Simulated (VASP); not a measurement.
# H6C2O in VASP: further runs

H6C2O is run at these levels: PBEsol; tasks: single point.

Everything below comes from runs of VASP 6.6.1. Logs are shortened: lines on timing, memory, paths and dates and some standing lists are left out, and cuts for length are marked.

## (1) The cell of the first run

The cell holds an amorphous packing of atoms, 36 atoms: a = 6.771 Å, b = 6.771 Å, c = 6.771 Å, α = 90.00°, β = 90.00°, γ = 90.00°.

## (2) Single point, PBEsol

File INCAR:

```
SYSTEM = H6C2O
PREC = Accurate
ENCUT = 520
EDIFF = 1E-6
ISMEAR = -1
SIGMA = 0.02
LREAL = Auto
LASPH = .TRUE.
NELM = 80
ALGO = Normal
ISIF = 2
LWAVE = .FALSE.
LCHARG = .FALSE.
GGA = PS
NBANDS = 64
```

File KPOINTS:

```
regular mesh
0
G
  1 1 1
  0 0 0
```

File POSCAR:

```
H6C2O
1.0
    6.7708090000      0.0000000000      0.0000000000
    0.0000000000      6.7708090000      0.0000000000
    0.0000000000      0.0000000000      6.7708090000
C O H
8 4 24
Direct
    0.4278976438      0.5117111519      0.7370088346
    0.4802195590      0.7103805833      0.8208234880
    0.6885069516      0.3121864396      0.2795158213
    0.5093328330      0.1826951732      0.2837703930
    0.0958796841      0.1334849747      0.7204209971
   -0.0052410194      0.2685441771      0.8657658173
    0.0573016858      0.8619824270      0.2312036671
    0.0710054719      0.6666160133      0.3392756030
    0.6512319931      0.6922357113      0.9419123835
    0.5157645644      0.0496902066      0.1190642534
   -0.1270251365      0.4052762384      0.7612244620
   -0.0182405985      0.6921137242      0.5243912390
    0.6667017609      0.8178269554      1.0130468563
    0.5064178485      0.8193969865      0.7017388353
    0.3536446694      0.7650719687      0.9099953458
    0.2916274696      0.5253513982      0.6494366747
    0.5483134745      0.4543757150      0.6438729742
    0.4039202513      0.4029591598      0.8561518686
    0.3884431466     -0.0191903264      0.1166044269
    0.5022195148      0.0985539492      0.4238207872
    0.3738639926      0.2743777961      0.2744512767
    0.6883994564      0.4132559490      0.4067886492
    0.8245673240      0.2239823014      0.2892964001
    0.6906788135      0.4027109676      0.1448569260
   -0.1855564946      0.5042362494      0.8524794418
   -0.0970255062      0.1804362943      0.9680181256
    0.1052675323      0.3505232322      0.9550509192
    0.2088335223      0.0439847709      0.7967741394
   -0.0078191650      0.0305333019      0.6488731589
    0.1736472498      0.2195587783      0.6064471718
   -0.0426105152      0.5640455417      0.5939463055
   -0.0033802257      0.5499629898      0.2517796814
    0.2291749406      0.6220455215      0.3531672732
    0.1095971882      0.8493106792      0.0775173509
   -0.0979182195      0.9111788447      0.2272446085
    0.1406975386      0.9770605550      0.3111041438
```

Potentials or basis: VASP PAW PBE potentials, release 64 (C, O, H).

The run is started by

```console
> cat potpaw_PBE.64/C/POTCAR potpaw_PBE.64/O/POTCAR potpaw_PBE.64/H/POTCAR > POTCAR
> mpirun -np 1 vasp_gam > vasp.out
```

OUTCAR:

```text
SYSTEM = H6C2O
   PREC = Accurate
   ENCUT = 520
   EDIFF = 1E-6
   ISMEAR = -1
   LREAL = Auto
   LASPH = .TRUE.
   NELM = 80
   ISIF = 2
   GGA = PS

 ion  position               nearest neighbor table
   1  0.428  0.512  0.737-  16 1.10  17 1.10  18 1.10   2 1.50
   2  0.480  0.710  0.821-  14 1.11  15 1.11   9 1.42   1 1.50
   3  0.689  0.312  0.280-  24 1.10  23 1.10  22 1.10   4 1.50
   4  0.509  0.183  0.284-  20 1.11  21 1.11  10 1.43   3 1.50
   5  0.096  0.133  0.720-  30 1.10  29 1.10  28 1.10   6 1.51
   6  0.995  0.269  0.866-  26 1.11  27 1.11  11 1.43   5 1.51
   7  0.057  0.862  0.231-  34 1.10  35 1.10  36 1.10   8 1.51
   8  0.071  0.667  0.339-  32 1.11  33 1.12  12 1.40   7 1.51
   9  0.651  0.692  0.942-  13 0.98   2 1.42
  10  0.516  0.050  0.119-  19 0.98   4 1.43
  11  0.873  0.405  0.761-  25 0.99   6 1.43
  12  0.982  0.692  0.524-  31 1.00   8 1.40
  13  0.667  0.818  0.013-   9 0.98
  14  0.506  0.819  0.702-   2 1.11
  15  0.354  0.765  0.910-   2 1.11
  16  0.292  0.525  0.649-   1 1.10
  17  0.548  0.454  0.644-   1 1.10
  18  0.404  0.403  0.856-   1 1.10
[... 16 lines left out ...]
  35  0.902  0.911  0.227-   7 1.10
  36  0.141  0.977  0.311-   7 1.10

  LATTYP: Found a simple cubic cell.
 ALAT       =     6.7708090000

  Lattice vectors:

 A1 = (   6.7708090000,   0.0000000000,   0.0000000000)
 A2 = (   0.0000000000,   6.7708090000,   0.0000000000)
 A3 = (   0.0000000000,   0.0000000000,   6.7708090000)

Analysis of symmetry for initial positions (statically):
=====================================================================
 Subroutine PRICEL returns:
 Original cell was already a primitive cell.

 Routine SETGRP: Setting up the symmetry group for a
 simple cubic supercell.

 Subroutine GETGRP returns: Found  1 space group operations
 (whereof  1 operations were pure point group operations)
 out of a pool of 48 trial point group operations.

The static configuration has the point symmetry C_1 .

Analysis of symmetry for dynamics (positions and initial velocities):
=====================================================================
 Subroutine PRICEL returns:
 Original cell was already a primitive cell.

 Routine SETGRP: Setting up the symmetry group for a
 simple cubic supercell.

 Subroutine GETGRP returns: Found  1 space group operations
 (whereof  1 operations were pure point group operations)
 out of a pool of 48 trial point group operations.

The dynamic configuration has the point symmetry C_1 .

 Subroutine INISYM returns: Found  1 space group operations
 (whereof  1 operations are pure point group operations),
 and found     1 'primitive' translations

----------------------------------------------------------------------------------------

                                     Primitive cell

  volume of cell :     310.4000

  direct lattice vectors                    reciprocal lattice vectors
     6.770809000  0.000000000  0.000000000     0.147692838  0.000000000  0.000000000
     0.000000000  6.770809000  0.000000000     0.000000000  0.147692838  0.000000000
     0.000000000  0.000000000  6.770809000     0.000000000  0.000000000  0.147692838

  length of vectors
     6.770809000  6.770809000  6.770809000     0.147692838  0.147692838  0.147692838

  position of ions in fractional coordinates (direct lattice)
     0.427897644  0.511711152  0.737008835
     0.480219559  0.710380583  0.820823488
     0.688506952  0.312186440  0.279515821
     0.509332833  0.182695173  0.283770393
     0.095879684  0.133484975  0.720420997
     0.994758981  0.268544177  0.865765817
[... 28 lines left out ...]
     0.902081780  0.911178845  0.227244609
     0.140697539  0.977060555  0.311104144

  ion indices of the primitive-cell ions
   primitive index   ion index
                 1           1
                 2           2
                 3           3
                 4           4
                 5           5
                 6           6
[... 28 lines left out ...]
                35          35
                36          36

----------------------------------------------------------------------------------------

 KPOINTS: regular mesh

Automatic generation of k-mesh.
 Grid dimensions read from file:
 generate k-points for:    1    1    1

 Generating k-lattice:

  Cartesian coordinates                     Fractional coordinates (reciprocal lattice)
     0.147692838  0.000000000  0.000000000     1.000000000  0.000000000  0.000000000
     0.000000000  0.147692838  0.000000000     0.000000000  1.000000000  0.000000000
     0.000000000  0.000000000  0.147692838     0.000000000  0.000000000  1.000000000

  Length of vectors
     0.147692838  0.147692838  0.147692838

  Shift w.r.t. Gamma in fractional coordinates (k-lattice)
     0.000000000  0.000000000  0.000000000

 Subroutine IBZKPT returns following result:
 ===========================================

 Found      1 irreducible k-points:

 Following reciprocal coordinates:
            Coordinates               Weight
  0.000000  0.000000  0.000000      1.000000
   k-points           NKPTS =      1   k-points in BZ     NKDIM =      1   number of bands    NBANDS=     64
   number of dos      NEDOS =    301   number of ions     NIONS =     36
   total plane-waves  NPLWV = 125000
   dimension x,y,z NGX =    50 NGY =   50 NGZ =   50
   dimension x,y,z NGXF=   100 NGYF=  100 NGZF=  100
   ions per type =               8   4  24
   NGX,Y,Z   is equivalent  to a cutoff of  12.28, 12.28, 12.28 a.u.
   NGXF,Y,Z  is equivalent  to a cutoff of  24.55, 24.55, 24.55 a.u.
 SYSTEM =  H6C2O
   PREC   = accura    normal or accurate (medium, high low for compatibility)
   ISTART =      0    job   : 0-new  1-cont  2-samecut
   ICHARG =      2    charge: 1-file 2-atom 10-const
   ISPIN  =      1    spin polarized calculation?
   LNONCOLLINEAR =      F non collinear calculations
   LSORBIT =      F    spin-orbit coupling
   LASPH  =      T    aspherical Exc in radial PAW
   ENCUT  =  520.0 eV  38.22 Ry    6.18 a.u.  12.59 12.59 12.59*2*pi/ulx,y,z
   NELM   =     80;   NELMIN=  2; NELMDL= -5     # of ELM steps
   EDIFF  = 0.1E-05   stopping-criterion for ELM
   LREAL  =      T    real-space projection
   EDIFFG = 0.1E-04   stopping-criterion for IOM
   NSW    =      0    number of steps for IOM
   IBRION =     -1    ionic relax: 0-MD 1-quasi-New 2-CG
   NFREE  =      0    steps in history (QN), initial steepest desc. (CG)
   ISIF   =      2    stress and relaxation
   ISYM   =      2    0-nonsym 1-usesym 2-fastsym
   POTIM  = 0.5000    time-step for ionic-motion
   TEBEG  =    0.0;   TEEND  =   0.0 temperature during run
   PSTRESS=    0.0 pullay stress
   NELECT =      80.0000    total number of electrons
   NUPDOWN=      -1.0000    fix difference up-down
   EMIN   =  10.00;   EMAX   =-10.00  energy-range for DOS
   EFERMI =   0.00;   METHOD = LEGACY
   ISMEAR =    -1;   SIGMA  =   0.02  broadening in eV -4-tet -1-fermi 0-gaus
   EFERMI_NEDOS =   21; number of points for ismear=-14 and -15
   IALGO  =     38    algorithm
   IMIX   =      4    mixing-type and parameters
     AMIX     =   0.40;   BMIX     =  1.00
     AMIX_MAG =   1.60;   BMIX_MAG =  1.00
  volume/ion in A,a.u.               =       8.62        58.19
  Fermi-wavevector in a.u.,A,eV,Ry     =   1.041832  1.968777 14.767946  1.085413
  Thomas-Fermi vector in A             =   2.176470
   LORBIT       =      0    0 simple, 1 ext, 2 COOP (PROOUT), +10 PAW based schemes
   GGA     = PS    functional components
   LHFCALC =     F    Hartree Fock is set to
   AEXX    =    0.0000 exact exchange contribution
   IVDW    =     0    specifies the selected vdW correction
   LEPSILON=     F    determine dielectric tensor
   LRPA    =     F    only Hartree local field effects (RPA)
 non-spin polarized calculation
  energy-cutoff  :      520.00
  volume of cell :      310.40
 maximum number of plane-waves:      4193
 NGX is ok and might be reduce to    50
   NGX = 25   NGY = 25   NGZ = 25

 number of electron      79.9999998 magnetization

 Free energy of the ion-electron system (eV)
  ---------------------------------------------------
  ext. energy  EPLUGINS =         0.00000000
  ---------------------------------------------------
  free energy    TOTEN  =      -190.33978691 eV

  energy without entropy =     -190.33978691  energy(sigma->0) =     -190.33978691

 E-fermi :  -1.4589     XC(G=0):  -7.5431

 val. band max:       -2.0001012320   @ k =   0.0000   0.0000   0.0000
 cond. band min:       2.9513680695   @ k =   0.0000   0.0000   0.0000
 fundamental gap:      4.9514693015
 Fermi energy:        -1.4589213462

 k-point     1 :       0.0000    0.0000    0.0000
  band No.  band energies     occupation
      1     -22.0536      2.00000
      2     -21.8211      2.00000
      3     -21.5453      2.00000
      4     -21.0147      2.00000
      5     -14.8504      2.00000
      6     -14.7421      2.00000
[... 44 lines left out ...]
     51       6.2313      0.00000
     52       6.5692      0.00000
 [bands above 52 left out]

------------------------ aborting loop because EDIFF is reached ----------------------------------------

  FORCE on cell =-STRESS in cart. coord.  units (eV):
  Direction    XX          YY          ZZ          XY          YZ          ZX
  --------------------------------------------------------------------------------------
  -------------------------------------------------------------------------------------
  Total        1.3984242      0.5809044      2.1987731      0.8215008      0.0708650     -0.2455671
  in kB        7.2181817      2.9984278     11.3493063      4.2403027      0.3657808     -1.2675326
  external PRESSURE =       7.1886386 kB  Pullay stress =       0.0000000 kB

 VOLUME and BASIS-vectors are now :
 -----------------------------------------------------------------------------
  energy-cutoff  :      520.00
  volume of cell :      310.40
      direct lattice vectors                 reciprocal lattice vectors
     6.770809000  0.000000000  0.000000000     0.147692838  0.000000000  0.000000000
     0.000000000  6.770809000  0.000000000     0.000000000  0.147692838  0.000000000
     0.000000000  0.000000000  6.770809000     0.000000000  0.000000000  0.147692838

 POSITION                                       TOTAL-FORCE (eV/Angst)
 -----------------------------------------------------------------------------------
      2.89721      3.46470      4.99015         0.034489     -0.046832     -0.022238
      3.25147      4.80985      5.55764        -0.158705     -0.027286     -0.089539
      4.66175      2.11375      1.89255         0.035459      0.054682      0.033347
      3.44860      1.23699      1.92136         0.001533      0.023604      0.105020
      0.64918      0.90380      4.87783         0.011304     -0.008245      0.027822
      6.73532      1.81826      5.86193         0.018271      0.006375     -0.057971
[... 28 lines left out ...]
      6.10782      6.16942      1.53863         0.007490     -0.017716     -0.005083
      0.95264      6.61549      2.10643        -0.007651     -0.010195     -0.021139
 -----------------------------------------------------------------------------------
    total drift:                                0.009859     -0.006870     -0.001329

  FREE ENERGIE OF THE ION-ELECTRON SYSTEM (eV)
  ---------------------------------------------------
  free  energy   TOTEN  =      -190.3397869114 eV

  energy  without entropy=     -190.3397869114  energy(sigma->0) =     -190.33978691
```

It used 44 s of CPU time on 1 thread of Intel Xeon 6975P-C, on a shared host.

What came out:

```
Free energy            : -190.3398 eV
Pressure               : 0.7 GPa
Largest force          : 0.206 eV/Å
Band gap on the k mesh : 4.95 eV
```

Forces on the atoms (eV/Å):
```
C    0.034 -0.047 -0.022
C   -0.159 -0.027 -0.090
C    0.035  0.055  0.033
C    0.002  0.024  0.105
C    0.011 -0.008  0.028
C    0.018  0.006 -0.058
C   -0.021  0.004  0.013
C    0.047  0.068 -0.139
O    0.079 -0.058  0.064
O   -0.118 -0.142 -0.092
O    0.167 -0.072  0.018
O   -0.035  0.027  0.093
H    0.024  0.118  0.108
H    0.023  0.005 -0.032
H    0.032  0.003 -0.001
H    0.039 -0.013 -0.002
H   -0.070  0.028  0.040
H   -0.027  0.035 -0.025
H    0.098  0.021 -0.044
H   -0.002 -0.049  0.047
H   -0.071  0.030 -0.003
H    0.004 -0.005  0.021
H    0.060 -0.042  0.006
H    0.010  0.023 -0.061
H   -0.126  0.064 -0.004
H   -0.010  0.004  0.036
H   -0.012 -0.011 -0.013
H   -0.046  0.002 -0.026
H   -0.003  0.035  0.014
H    0.007  0.015 -0.020
H   -0.034 -0.029  0.089
H   -0.009 -0.027 -0.013
H    0.028 -0.005 -0.010
H    0.024 -0.002 -0.034
H    0.007 -0.018 -0.005
H   -0.008 -0.010 -0.021
```

Levels at points of the mesh, in eV from the valence-band top:
```
           k point  band 37  band 38  band 39  band 40  band 41  band 42  band 43  band 44
(0.00, 0.00, 0.00)    -0.73    -0.61    -0.32     0.00     4.95     6.49     6.62     6.73
```

Caveat: the k points lie up to 0.93 Å⁻¹ apart; the PAW data sets were made with another functional, which shifts forces and pressure a little.

## (3) Single point, PBEsol

File INCAR:

```
PREC = Accurate ; ENCUT = 520
EDIFF = 1E-7 ; ISMEAR = -1
SIGMA = 0.02 ; LREAL = Auto
LASPH = True ; NELM = 80
ALGO = Normal ; ISIF = 2
LWAVE = False ; LCHARG = False
GGA = PS ; NBANDS = 64
```

File KPOINTS:

```
Automatic mesh
0
Gamma
  1 1 1
```

File POSCAR:

```
H6C2O
1.0
    6.7708090000      0.0000000000      0.0000000000
    0.0000000000      6.7708090000      0.0000000000
    0.0000000000      0.0000000000      6.7708090000
C O H
8 4 24
Direct
    0.4083559291      0.5145766185      0.7891376053
    0.4682306058      0.7285687722      0.8174946303
    0.6563174356      0.3218079258      0.2983690723
    0.4813161913      0.1821200391      0.2927862830
    0.0926034097      0.1533790128      0.7341811001
    0.0004726171      0.2927862830      0.8695858944
    0.0924704862      0.8121629188      0.2018222638
    0.0233797763      0.6501291057      0.3470634011
    0.6658583930      0.7255115305      0.9020044724
    0.4917137671      0.0577626691      0.1235745980
   -0.1271192261      0.4220765938      0.7539128633
   -0.0343976621      0.7178758107      0.5383994734
    0.6687384033      0.8462061181      0.9730447277
    0.4729863152      0.8065210524      0.6724307243
    0.3620837628      0.8113358389      0.9138642074
    0.2688600432      0.5034553478      0.7202388961
    0.5376462399      0.4367572619      0.7050856109
    0.4059042280      0.4167153438      0.9212045414
    0.3661600852     -0.0323004238      0.1342823287
    0.4540373240      0.0980237369      0.4260938390
    0.3567963592      0.2877351879      0.2854164104
    0.6305450353      0.4299929299      0.4253258362
    0.7939966997      0.2432205664      0.3347458184
    0.7016000599      0.4020494449      0.1619156588
   -0.1966087066      0.5044744284      0.8404017895
   -0.0937554139      0.2266198914      0.9736945762
    0.1136791778      0.3871472375      0.9436981607
    0.1827255798      0.0422253825      0.8182478637
   -0.0108258851      0.0725762608      0.6364970567
    0.1999170262      0.2290715925      0.6304564196
   -0.0572752828      0.5958962954      0.6227763920
   -0.1069148458      0.5665054205      0.2949425984
    0.1526110100      0.5386357819      0.3552308151
    0.1435426697      0.7296616992      0.0604802174
   -0.0236456234      0.9211750029      0.1656522876
    0.2120721468      0.8825680949      0.2881044200
```

Potentials or basis: VASP PAW PBE potentials, release 64 (C, O, H).

The run is started by

```console
> cat potpaw_PBE.64/C/POTCAR potpaw_PBE.64/O/POTCAR potpaw_PBE.64/H/POTCAR > POTCAR
> mpirun -np 1 vasp_gam > vasp.out
```

It used 48 s of CPU time on 1 thread of Intel Xeon 6975P-C, with other jobs on the host.

Results (log left out):

| Item | Value |
| --- | --- |
| Free energy | -188.9433 eV |
| Pressure | 0.1 GPa |
| Largest force | 2.938 eV/Å |
| Band gap on the k mesh | 4.58 eV |

Forces on the atoms (eV/Å):
```
C    2.757 -0.625  0.083
C    0.408 -0.817  0.071
C    0.739 -0.027  1.169
C    0.219  1.552 -1.147
C    1.606 -1.126 -1.265
C   -0.034  2.078 -0.967
C   -0.271 -1.403  0.029
C    0.053 -0.873  0.365
O   -1.191 -0.799 -0.756
O   -1.883 -1.354  0.245
O    1.601 -1.919 -1.252
O    0.822  0.382 -0.668
H    0.498  1.464  1.109
H   -0.035 -0.150  0.188
H    0.459 -0.309 -0.310
H   -1.047 -0.111 -1.059
H   -1.487  0.796  0.230
H   -0.100  0.718  0.248
H    1.899  1.286 -0.305
H    0.447 -0.393  0.745
H   -0.676 -0.196 -0.341
H    0.273 -0.558 -0.972
H    0.106 -0.212  0.323
H   -1.080 -0.153  0.154
H   -1.453  1.897  1.710
H   -0.831 -1.021  1.400
H   -0.318 -0.295  0.103
H   -0.386  0.340 -0.376
H   -0.058 -0.034  0.419
H   -0.514 -0.292  0.601
H   -0.028  0.293 -0.313
H    0.359  0.092 -0.626
H   -0.756  0.663  0.088
H   -0.350  1.015  1.370
H    0.151 -0.102  0.050
H    0.102  0.190 -0.345
```

Stress tensor (GPa, compression positive):
```
-0.01  0.75  0.94
 0.75 -0.07  1.14
 0.94  1.14  0.52
```

Levels at points of the mesh, in eV from the valence-band top:
```csv
k point,band 38,band 39,band 40,band 41,band 42,band 43
"(0.00, 0.00, 0.00)",-0.95,-0.81,0.00,4.58,5.89,5.92
```

Caveat: the k points lie up to 0.93 Å⁻¹ apart; the PAW data sets were made with another functional, which shifts forces and pressure a little.

[end of part 1 of 2]
